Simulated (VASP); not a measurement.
# Sb (P-1) in VASP: single point with PBEsol

Aim: the single point of Sb with PBEsol.

All numbers are computed with VASP 6.6.1; they aren't measurements. Logs are shortened: lines on timing, memory, paths and dates and some standing lists are left out, and cuts for length are marked.

## Step 1: The cell of the first run

The typed cell holds 2 atoms: a = 4.391 Å, b = 4.534 Å, c = 4.555 Å, α = 57.29°, β = 56.64°, γ = 57.61°.

## Step 2: Single point, PBEsol (equal xy, yz and zx shear strains of -3 %)

INCAR

```
PREC = Accurate ; ENCUT = 520
EDIFF = 1E-6 ; ISMEAR = -1
SIGMA = 0.05 ; LREAL = F
LASPH = T ; NELM = 80
ALGO = Normal ; ISIF = 2
LWAVE = F ; LCHARG = T
GGA = PS ; LELF = T
LVHAR = T ; NBANDS = 12
```

KPOINTS

```
Automatic mesh
0
Gamma
  9 9 9
```

POSCAR

```
Sb
1.0
    2.0758155868      1.1532306756      3.6931162498
   -2.2253850772      1.2177486856      3.7576342598
   -0.0189105096     -2.5394593611      3.7812494904
Sb
2
Direct
    0.2336400000      0.2336400000      0.2336400000
    0.7663600000      0.7663600000      0.7663600000
```

Potentials or basis: VASP PAW PBE potentials, release 64 (Sb).

On the command line:

```bash
$ cat potpaw_PBE.64/Sb/POTCAR > POTCAR
$ mpirun -np 1 vasp_std > vasp.out
```

OUTCAR:

```text
PREC = Accurate
   ENCUT = 520
   EDIFF = 1E-6
   ISMEAR = -1
   LREAL = F
   LASPH = T
   NELM = 80
   ISIF = 2
   GGA = PS

 ion  position               nearest neighbor table
   1  0.234  0.234  0.234-   2 2.87   2 2.92   2 2.93   2 3.29   2 3.35   2 3.39
   2  0.766  0.766  0.766-   1 2.87   1 2.92   1 2.93   1 3.29   1 3.35   1 3.39

  LATTYP: Found a triclinic cell.
 ALAT       =     7.5469927792
 B/A-ratio  =     0.5773502692
 C/A-ratio  =     0.8335975033
 COS(alpha) =     0.0051994101
 COS(beta)  =     0.3962281805
 COS(gamma) =     0.8732788530

  Lattice vectors:

 A1 = (   6.5076752316,  -3.8217260567,  -0.0409027794)
 A2 = (   2.2064745676,  -3.7572080467,   0.0236152306)
 A3 = (   4.3201111736,   2.4749413511,  -3.8457675004)

Analysis of symmetry for initial positions (statically):
=====================================================================
 Subroutine PRICEL returns:
 Original cell was already a primitive cell.

 Routine SETGRP: Setting up the symmetry group for a
 triclinic supercell.

 Subroutine GETGRP returns: Found  2 space group operations
 (whereof  2 operations were pure point group operations)
 out of a pool of  2 trial point group operations.

The static configuration has the point symmetry S_2 .

Analysis of symmetry for dynamics (positions and initial velocities):
=====================================================================
 Subroutine PRICEL returns:
 Original cell was already a primitive cell.

 Routine SETGRP: Setting up the symmetry group for a
 triclinic supercell.

 Subroutine GETGRP returns: Found  2 space group operations
 (whereof  2 operations were pure point group operations)
 out of a pool of  2 trial point group operations.

The dynamic configuration has the point symmetry S_2 .

 Subroutine INISYM returns: Found  2 space group operations
 (whereof  2 operations are pure point group operations),
 and found     1 'primitive' translations

----------------------------------------------------------------------------------------

                                     Primitive cell

  volume of cell :      59.9445

  direct lattice vectors                    reciprocal lattice vectors
     2.075815587  1.153230676  3.693116250     0.236000959  0.139189927  0.094659202
    -2.225385077  1.217748686  3.757634260    -0.229198012  0.132105678  0.087574954
    -0.018910510 -2.539459361  3.781249490    -0.002733666 -0.267226324  0.084981939

  length of vectors
     4.390678646  4.533769495  4.554893979     0.289880411  0.278662900  0.280427016

  position of ions in fractional coordinates (direct lattice)
     0.233640000  0.233640000  0.233640000
     0.766360000  0.766360000  0.766360000

  ion indices of the primitive-cell ions
   primitive index   ion index
                 1           1
                 2           2

----------------------------------------------------------------------------------------

 KPOINTS: Automatic mesh

Automatic generation of k-mesh.
 Grid dimensions read from file:
 generate k-points for:    9    9    9

 Generating k-lattice:

  Cartesian coordinates                     Fractional coordinates (reciprocal lattice)
     0.026222329  0.015465547  0.010517689     0.111111111 -0.000000000 -0.000000000
    -0.025466446  0.014678409  0.009730550    -0.000000000  0.111111111  0.000000000
    -0.000303741 -0.029691814  0.009442438    -0.000000000  0.000000000  0.111111111

  Length of vectors
     0.032208935  0.030962544  0.031158557

  Shift w.r.t. Gamma in fractional coordinates (k-lattice)
     0.000000000  0.000000000  0.000000000

 Subroutine IBZKPT returns following result:
 ===========================================

 Found    365 irreducible k-points:

 Following reciprocal coordinates:
            Coordinates               Weight
  0.000000  0.000000  0.000000      1.000000
  0.111111  0.000000  0.000000      2.000000
  0.222222  0.000000  0.000000      2.000000
  0.333333  0.000000  0.000000      2.000000
  0.444444  0.000000  0.000000      2.000000
  0.000000  0.111111  0.000000      2.000000
[... 16 lines left out ...]
 -0.111111  0.222222 -0.000000      2.000000
  0.000000  0.333333  0.000000      2.000000
 [... further k-points ...]
   k-points           NKPTS =    365   k-points in BZ     NKDIM =    365   number of bands    NBANDS=     12
   number of dos      NEDOS =    301   number of ions     NIONS =      2
   total plane-waves  NPLWV =  46656
   dimension x,y,z NGX =    36 NGY =   36 NGZ =   36
   dimension x,y,z NGXF=    72 NGYF=   72 NGZF=   72
   ions per type =               2
   NGX,Y,Z   is equivalent  to a cutoff of  13.63, 13.20, 13.14 a.u.
   NGXF,Y,Z  is equivalent  to a cutoff of  27.26, 26.40, 26.28 a.u.
 SYSTEM =  unknown system
   PREC   = accura    normal or accurate (medium, high low for compatibility)
   ISTART =      0    job   : 0-new  1-cont  2-samecut
   ICHARG =      2    charge: 1-file 2-atom 10-const
   ISPIN  =      1    spin polarized calculation?
   LNONCOLLINEAR =      F non collinear calculations
   LSORBIT =      F    spin-orbit coupling
   LASPH  =      T    aspherical Exc in radial PAW
   ENCUT  =  520.0 eV  38.22 Ry    6.18 a.u.   8.16  8.43  8.47*2*pi/ulx,y,z
   NELM   =     80;   NELMIN=  2; NELMDL= -5     # of ELM steps
   EDIFF  = 0.1E-05   stopping-criterion for ELM
   LREAL  =      F    real-space projection
   EDIFFG = 0.1E-04   stopping-criterion for IOM
   NSW    =      0    number of steps for IOM
   IBRION =     -1    ionic relax: 0-MD 1-quasi-New 2-CG
   NFREE  =      0    steps in history (QN), initial steepest desc. (CG)
   ISIF   =      2    stress and relaxation
   ISYM   =      2    0-nonsym 1-usesym 2-fastsym
   POTIM  = 0.5000    time-step for ionic-motion
   TEBEG  =    0.0;   TEEND  =   0.0 temperature during run
   PSTRESS=    0.0 pullay stress
   NELECT =      10.0000    total number of electrons
   NUPDOWN=      -1.0000    fix difference up-down
   EMIN   =  10.00;   EMAX   =-10.00  energy-range for DOS
   EFERMI =   0.00;   METHOD = LEGACY
   ISMEAR =    -1;   SIGMA  =   0.05  broadening in eV -4-tet -1-fermi 0-gaus
   EFERMI_NEDOS =   21; number of points for ismear=-14 and -15
   IALGO  =     38    algorithm
   IMIX   =      4    mixing-type and parameters
     AMIX     =   0.40;   BMIX     =  1.00
     AMIX_MAG =   1.60;   BMIX_MAG =  1.00
  volume/ion in A,a.u.               =      29.97       202.26
  Fermi-wavevector in a.u.,A,eV,Ry     =   0.901208  1.703036 11.050318  0.812175
  Thomas-Fermi vector in A             =   2.024260
   LORBIT       =      0    0 simple, 1 ext, 2 COOP (PROOUT), +10 PAW based schemes
   GGA     = PS    functional components
   LHFCALC =     F    Hartree Fock is set to
   AEXX    =    0.0000 exact exchange contribution
   IVDW    =     0    specifies the selected vdW correction
   LEPSILON=     F    determine dielectric tensor
   LRPA    =     F    only Hartree local field effects (RPA)
 non-spin polarized calculation
  energy-cutoff  :      520.00
  volume of cell :       59.94
 maximum number of plane-waves:      1634
 NGX is ok and might be reduce to    36
   NGX = 17   NGY = 17   NGZ = 17

 number of electron      10.0000000 magnetization

 Free energy of the ion-electron system (eV)
  ---------------------------------------------------
  ext. energy  EPLUGINS =         0.00000000
  ---------------------------------------------------
  free energy    TOTEN  =        -9.09998171 eV

  energy without entropy =       -9.09768083  energy(sigma->0) =       -9.09883127

 E-fermi :   7.1870     XC(G=0):  -9.6984

 val. band max:        7.1842035761   @ k =   0.1111   0.1111   0.3333
 cond. band min:       7.2076553802   @ k =   0.1111   0.3333   0.1111
 fundamental gap:      0.0234518041
 Fermi energy:         7.1870086418

 k-point     1 :       0.0000    0.0000    0.0000
  band No.  band energies     occupation
      1      -5.5641      2.00000
      2       2.4546      2.00000
      3       5.0514      2.00000
      4       5.2762      2.00000
      5       5.6948      2.00000
      6       9.2706      0.00000
      7       9.7279      0.00000
      8      10.1613      0.00000
      9      12.1120      0.00000
     10      12.3687      0.00000
     11      12.6232      0.00000
     12      13.6935      0.00000

 k-point     2 :       0.1111    0.0000    0.0000
  band No.  band energies     occupation
      1      -5.4212      2.00000
      2       1.9067      2.00000
      3       5.0703      2.00000
      4       5.2575      2.00000
      5       5.8263      2.00000
      6       9.1686      0.00000
      7       9.3290      0.00000
      8       9.8156      0.00000
      9      11.8809      0.00000
     10      12.1127      0.00000
     11      12.1965      0.00000
     12      14.6683      0.00000

 k-point     3 :       0.2222    0.0000    0.0000
  band No.  band energies     occupation
      1      -4.9958      2.00000
      2       0.6943      2.00000
      3       5.0639      2.00000
      4       5.1863      2.00000
      5       6.0762      2.00000
      6       8.4859      0.00000
      7       8.6030      0.00000
      8       8.9885      0.00000
      9      11.9397      0.00000
     10      12.4785      0.00000
     11      12.8226      0.00000
     12      16.5142      0.00000
[... 286 lines left out ...]
 k-point    23 :      -0.1111    0.2222   -0.0000
  band No.  band energies     occupation
      1      -4.7122      2.00000
      2       0.0051      2.00000
      3       4.2921      2.00000
      4       5.9064      2.00000
      5       6.2387      2.00000
      6       7.6153      0.00038
      7       7.9350      0.00000
      8      10.4798      0.00000
      9      11.5716      0.00000
     10      12.7799      0.00000
     11      14.8498      0.00000
     12      15.8893      0.00000

 k-point    24 :       0.0000    0.3333    0.0000
  band No.  band energies     occupation
      1      -4.3815      2.00000
      2      -0.9099      2.00000
      3       5.3316      2.00000
      4       5.4156      2.00000
      5       6.5043      2.00000
      6       7.8925      0.00000
      7       7.9834      0.00000
      8       8.5139      0.00000
      9      12.7945      0.00000
     10      13.5170      0.00000
     11      14.3644      0.00000
     12      17.5296      0.00000

 [... further k-points ...]

------------------------ aborting loop because EDIFF is reached ----------------------------------------

  FORCE on cell =-STRESS in cart. coord.  units (eV):
  Direction    XX          YY          ZZ          XY          YZ          ZX
  --------------------------------------------------------------------------------------
  -------------------------------------------------------------------------------------
  Total       -0.0591708      0.6751170      0.1322072      0.0890413      0.6921649      0.3204958
  in kB       -1.5814955     18.0442958      3.5335886      2.3798660     18.4999463      8.5661024
  external PRESSURE =       6.6654630 kB  Pullay stress =       0.0000000 kB

 VOLUME and BASIS-vectors are now :
 -----------------------------------------------------------------------------
  energy-cutoff  :      520.00
  volume of cell :       59.94
      direct lattice vectors                 reciprocal lattice vectors
     2.075815587  1.153230676  3.693116250     0.236000959  0.139189927  0.094659202
    -2.225385077  1.217748686  3.757634260    -0.229198012  0.132105678  0.087574954
    -0.018910510 -2.539459361  3.781249490    -0.002733666 -0.267226324  0.084981939

 POSITION                                       TOTAL-FORCE (eV/Angst)
 -----------------------------------------------------------------------------------
     -0.03936     -0.03936      2.62424         0.082436      0.148782      0.208515
     -0.12912     -0.12912      8.60776        -0.082436     -0.148782     -0.208515
 -----------------------------------------------------------------------------------
    total drift:                                0.000000     -0.000000      0.000000

  FREE ENERGIE OF THE ION-ELECTRON SYSTEM (eV)
  ---------------------------------------------------
  free  energy   TOTEN  =        -9.0999817140 eV

  energy  without entropy=       -9.0976808265  energy(sigma->0) =       -9.09883127
```

It took 3.6 min on 1 thread of Intel Xeon 8259CL, shared host; peak memory 0.37 GiB.

Results:

| Quantity | Value |
| --- | --- |
| Free energy | -9.1000 eV |
| Pressure | 0.7 GPa |
| Largest force | 0.269 eV/Å |
| Band gap on the k mesh | zero (bands 5 and 6 overlap by 0.11 eV) |

Forces in eV/Å, atoms in the order of the input:
```
Sb   0.082  0.149  0.209
Sb  -0.082 -0.149 -0.209
```

Caveat: the cell differs from its parent crystal (equal xy, yz and zx shear strains of -3 %); the PAW data sets were made with another functional, which shifts forces and pressure a little; spin-orbit coupling is left out, which moves the levels of the heavy elements.
